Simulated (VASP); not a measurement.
# NaH (Fm-3m) in VASP: further runs, part 3 of 3

VASP 6.6.1.

**5. Relaxation of cell and atoms, LDA**

This run uses another cell than the first one, of 14.53 Å³/atom, 0.995 times its volume.

Input file INCAR:

```
SYSTEM = NaH
  PREC = Accurate
  ENCUT = 600
  EDIFF = 1E-6
  ISMEAR = -1
  SIGMA = 0.02
  LREAL = .False.
  LASPH = .True.
  NELM = 100
  ALGO = Normal
  ISIF = 3
  LWAVE = .False.
  LCHARG = .False.
  GGA = CA
  IBRION = 2
  NSW = 80
  EDIFFG = -0.01
```

Input file KPOINTS:

```
Automatic mesh
0
Gamma
  10 10 10
  0 0 0
```

Input file POSCAR:

```
NaH
1.0
    0.0000000000      2.4400000000      2.4400000000
    2.4400000000      0.0000000000      2.4400000000
    2.4400000000      2.4400000000      0.0000000000
Na H
1 1
Direct
    0.0000000000      0.0000000000      0.0000000000
    0.5000000000      0.5000000000      0.5000000000
```

Potentials or basis: VASP PAW LDA potentials, release 64 (Na_pv, H).

Launch:

```bash
cat potpaw_LDA.64/Na_pv/POTCAR potpaw_LDA.64/H/POTCAR > POTCAR
mpirun -np 1 vasp_std > vasp.out
```

OUTCAR:

```text
SYSTEM = NaH
   PREC = Accurate
   ENCUT = 600
   EDIFF = 1E-6
   ISMEAR = -1
   LREAL = .False.
   LASPH = .True.
   NELM = 100
   ISIF = 3
   GGA = CA
   IBRION = 2
   NSW = 80
   EDIFFG = -0.01

 ion  position               nearest neighbor table
   1  0.000  0.000  0.000-
   2  0.500  0.500  0.500-

  LATTYP: Found a face centered cubic cell.
 ALAT       =     4.8800000000

  Lattice vectors:

 A1 = (   0.0000000000,   2.4400000000,   2.4400000000)
 A2 = (   2.4400000000,   0.0000000000,   2.4400000000)
 A3 = (   2.4400000000,   2.4400000000,   0.0000000000)

Analysis of symmetry for initial positions (statically):
=====================================================================
 Subroutine PRICEL returns:
 Original cell was already a primitive cell.

 Routine SETGRP: Setting up the symmetry group for a
 face centered cubic supercell.

 Subroutine GETGRP returns: Found 48 space group operations
 (whereof 48 operations were pure point group operations)
 out of a pool of 48 trial point group operations.

The static configuration has the point symmetry O_h .

Analysis of symmetry for dynamics (positions and initial velocities):
=====================================================================
[... 167 lines left out ...]
  in kB      -26.2688893    -26.2688893    -26.2688893      0.0000000      0.0000000     -0.0000000
  external PRESSURE =     -26.2688893 kB  Pullay stress =       0.0000000 kB
[... 95 lines left out ...]
--------------------------------------- Ionic step        4  -------------------------------------------

 number of electron       8.0000002 magnetization

 Free energy of the ion-electron system (eV)
  ---------------------------------------------------
  ext. energy  EPLUGINS =         0.00000000
  ---------------------------------------------------
  free energy    TOTEN  =        -5.40933640 eV

  energy without entropy =       -5.40933640  energy(sigma->0) =       -5.40933640

 E-fermi :  -0.4363     XC(G=0):  -8.5598

 val. band max:       -0.9349603071   @ k =  -0.3000   0.5000   0.2000
 cond. band min:       2.6338098504   @ k =   0.5000   0.0000   0.0000
 fundamental gap:      3.5687701574
 Fermi energy:        -0.4363266881

 k-point     1 :       0.0000    0.0000    0.0000
  band No.  band energies     occupation
      1     -22.9416      2.00000
      2     -22.9416      2.00000
      3     -22.9416      2.00000
      4      -4.9687      2.00000
      5      10.2954      0.00000
      6      14.9366      0.00000
      7      14.9366      0.00000
      8      14.9366      0.00000
[... 243 lines left out ...]
 k-point    24 :       0.4000    0.3000    0.0000
  band No.  band energies     occupation
      1     -23.0390      2.00000
      2     -22.9796      2.00000
      3     -22.9756      2.00000
      4      -2.2339      2.00000
      5       4.9921      0.00000
      6       8.3678      0.00000
      7      10.5371      0.00000
      8      11.3642      0.00000

 [... further k-points ...]

------------------------ aborting loop because EDIFF is reached ----------------------------------------

  FORCE on cell =-STRESS in cart. coord.  units (eV):
  Direction    XX          YY          ZZ          XY          YZ          ZX
  --------------------------------------------------------------------------------------
  -------------------------------------------------------------------------------------
  Total        0.0022474      0.0022474      0.0022474      0.0000000      0.0000000      0.0000000
  in kB        0.1396895      0.1396895      0.1396895      0.0000000      0.0000000      0.0000000
  external PRESSURE =       0.1396895 kB  Pullay stress =       0.0000000 kB
[... 17 lines left out ...]
  FREE ENERGIE OF THE ION-ELECTRON SYSTEM (eV)
  ---------------------------------------------------
  free  energy   TOTEN  =        -5.4093363965 eV

  energy  without entropy=       -5.4093363965  energy(sigma->0) =       -5.40933640

 reached required accuracy - stopping structural energy minimisation
```

OSZICAR:

```text
N       E                     dE             d eps       ncg     rms          rms(c)
DAV:   1     0.193077550391E+02    0.19308E+02   -0.53286E+03   752   0.110E+03
DAV:   2    -0.521980946342E+01   -0.24528E+02   -0.24204E+02   792   0.138E+02
DAV:   3    -0.578819980729E+01   -0.56839E+00   -0.56839E+00  1016   0.282E+01
DAV:   4    -0.579013411867E+01   -0.19343E-02   -0.19343E-02   944   0.149E+00
[... 29 lines left out ...]
DAV:   3    -0.540952317008E+01    0.29904E-02   -0.42508E-03   760   0.135E+00    0.336E-02
DAV:   4    -0.540934671791E+01    0.17645E-03   -0.15916E-04   816   0.279E-01    0.609E-03
DAV:   5    -0.540933765037E+01    0.90675E-05   -0.65127E-06   808   0.546E-02    0.203E-03
DAV:   6    -0.540933640541E+01    0.12450E-05   -0.10910E-06   384   0.214E-02    0.393E-04
DAV:   7    -0.540933639654E+01    0.88774E-08   -0.42547E-08   376   0.334E-03
   4 F= -.54093364E+01 E0= -.54093364E+01  d E =-.293802E-01
```

CONTCAR:

```text
NaH
   1.00000000000000
     0.0000000000000000    2.3445850474925343    2.3445850474925343
     2.3445850474925343    0.0000000000000000    2.3445850474925343
     2.3445850474925343    2.3445850474925343   -0.0000000000000000
  Na              H
     1     1
Direct
     1.0000000000000000    0.0000000000000000    0.0000000000000000
     0.5000000000000000    0.5000000000000000    0.5000000000000000

  0.00000000E+00  0.00000000E+00  0.00000000E+00
  0.00000000E+00  0.00000000E+00  0.00000000E+00
```

Run time: 33 s. Hardware: 1 thread of Oxide Virtual Turin-like, shared host; peak memory 0.11 GiB.

What came out:

- Free energy: -5.4093 eV
- Relaxed volume: 12.89 Å³/atom
- Relaxed cell: a = 3.316 Å, b = 3.316 Å, c = 3.316 Å, α = 60.00°, β = 60.00°, γ = 60.00°
- Space group after relaxing (to 0.05 Å): Fm-3m (No. 225)
- Energy gained by relaxing: 14.7 meV/atom
- Ionic steps: 4
- Pressure after relaxing: 0.0 GPa
- Band gap on the k mesh: 3.57 eV, indirect (least direct gap 4.51 eV)

The path:
| step | energy change (eV) | largest force (eV/Å) | pressure (GPa) | volume (Å³) |
| --- | --- | --- | --- | --- |
| 1 | 0.0000 | 0.0000 | -2.63 | 29.05 |
| 2 | -0.0143 | 0.0000 | -1.98 | 28.06 |
| 3 | -0.0287 | 0.0000 | -0.43 | 26.23 |
| 4 | -0.0294 | 0.0000 | 0.01 | 25.78 |

Final structure:
```
Na H
1.0
     0.00000    2.34459    2.34459
     2.34459    0.00000    2.34459
     2.34459    2.34459    0.00000
Na H
1 1
Direct
  0.00000 0.00000 0.00000
  0.50000 0.50000 0.50000
```

Levels at points of the mesh, in eV from the valence-band top:
```
           k point  band 2  band 3  band 4  band 5  band 6  band 7
(0.00, 0.00, 0.00)  -22.01  -22.01   -4.03   11.23   15.87   15.87
(0.50, 0.00, 0.00)  -22.02  -22.02   -0.94    3.57   11.23   13.65
(0.50, 0.50, 0.00)  -22.05  -22.05   -0.19    4.49   10.01   10.91
```

Caveat: the volume moved by -11 % from the deposited cell, more than functionals usually miss. LDA usually gives volumes a few per cent too small.

**6. Relaxation of cell and atoms, r2SCAN**

This run uses another cell than the first one, of 14.53 Å³/atom, 0.995 times its volume.

POSCAR is that of step 5.

Input file INCAR.step1:

```
SYSTEM = NaH
  PREC = Accurate
  ENCUT = 600
  ISMEAR = -1
  SIGMA = 0.02
  LREAL = .FALSE.
  LASPH = .TRUE.
  NELM = 60
  GGA = PE
  ALGO = Normal
  EDIFF = 1E-4
  LWAVE = .TRUE.
  LCHARG = .FALSE.
```

Input file INCAR.step2:

```
SYSTEM = NaH
  PREC = Accurate
  ENCUT = 600
  EDIFF = 1E-7
  ISMEAR = -1
  SIGMA = 0.02
  LREAL = .FALSE.
  LASPH = .TRUE.
  NELM = 60
  ALGO = Normal
  ISIF = 3
  LWAVE = .FALSE.
  LCHARG = .FALSE.
  METAGGA = R2SCAN
  LMIXTAU = .TRUE.
  IBRION = 2
  NSW = 80
  EDIFFG = -0.01
  ISTART = 1
```

Input file KPOINTS:

```
Automatic mesh
0
G
  10 10 10
  0 0 0
```

Potentials or basis: VASP PAW PBE potentials, release 64 (Na_pv, H).

Launch:

```bash
cat potpaw_PBE.64/Na_pv/POTCAR potpaw_PBE.64/H/POTCAR > POTCAR
cp INCAR.step1 INCAR
mpirun -np 1 vasp_std > vasp.out
cp INCAR.step2 INCAR
mpirun -np 1 vasp_std > vasp.out
```

Run time: 5.9 min. Hardware: 1 thread of Oxide Virtual Turin-like, shared host; peak memory 0.13 GiB.

It converged, with:

* Free energy: -7.6046 eV
* Relaxed volume: 13.58 Å³/atom
* Relaxed cell: a = 3.374 Å, b = 3.374 Å, c = 3.374 Å, α = 60.00°, β = 60.00°, γ = 60.00°
* Space group after relaxing (to 0.05 Å): Fm-3m (No. 225)
* Energy gained by relaxing: 4.3 meV/atom
* Ionic steps: 5
* Pressure after relaxing: 0.1 GPa
* Band gap on the k mesh: 4.46 eV, indirect (least direct gap 5.29 eV)

Step by step:
```
step  energy change (eV)  largest force (eV/Å)  pressure (GPa)  volume (Å³)
   1              0.0000                0.0000           -1.29        29.05
   2             -0.0036                0.0000           -0.94        28.56
   3             -0.0058                0.0000           -0.68        28.17
   4             -0.0083                0.0000           -0.16        27.39
   5             -0.0085                0.0000            0.09        27.15
```

Final structure:
```
CELL_PARAMETERS angstrom
0.00000 2.38561 2.38561
2.38561 0.00000 2.38561
2.38561 2.38561 0.00000
ATOMIC_POSITIONS crystal
Na 0.00000 0.00000 0.00000
H 0.50000 0.50000 0.50000
```

Levels at points of the mesh, in eV from the valence-band top:
```tsv
k point	band 1	band 2	band 3	band 4	band 5	band 6	band 7	band 8
(0.00, 0.00, 0.00)	-22.81	-22.81	-22.81	-3.64	11.81	16.66	16.66	16.66
(0.50, 0.00, 0.00)	-22.91	-22.82	-22.82	-0.83	4.46	11.98	14.17	14.17
(0.50, 0.50, 0.00)	-22.90	-22.85	-22.85	-0.16	5.29	10.87	11.65	11.65
```

Caveat: the PAW data sets were made with another functional, which shifts forces and pressure a little.

**7. Summary**

| task | level | potentials or basis | cell | cutoff (eV) | gap on the mesh (eV) | pressure (GPa) | relaxed volume (Å³/atom) |
| --- | --- | --- | --- | --- | --- | --- | --- |
| single point | r2SCAN | VASP PAW PBE potentials, release 64 (Na_pv, H) | a = 3.457 Å, angles 60.0°, 2 atoms | 520 | 4.32 | -1.4 | - |
| relaxation of cell and atoms | PBE | VASP PAW PBE potentials, release 64 (Na_pv, H) | relaxed from a = 3.451 Å, angles 60.0°, 2 atoms | 600 | 3.77 | -0.1 | 14.16 |
| relaxation of cell and atoms | PBEsol | VASP PAW PBE potentials, release 64 (Na_pv, H) | relaxed from a = 3.451 Å, angles 60.0°, 2 atoms | 600 | 3.62 | 0.0 | 13.76 |
| relaxation of cell and atoms | LDA | VASP PAW LDA potentials, release 64 (Na_pv, H) | relaxed from a = 3.451 Å, angles 60.0°, 2 atoms | 600 | 3.57 | 0.0 | 12.89 |
| relaxation of cell and atoms | r2SCAN | VASP PAW PBE potentials, release 64 (Na_pv, H) | relaxed from a = 3.451 Å, angles 60.0°, 2 atoms | 600 | 4.46 | 0.1 | 13.58 |

Alike in all rows: no spin polarisation; k mesh 10 × 10 × 10; smearing fermi-dirac 0.02 eV.

Caveats: the PAW data sets were made with another functional, which shifts forces and pressure a little (some runs); the volume moved by -11 % from the deposited cell, more than functionals usually miss (some runs).

Absolute energies hang on the potentials; compare differences alone.
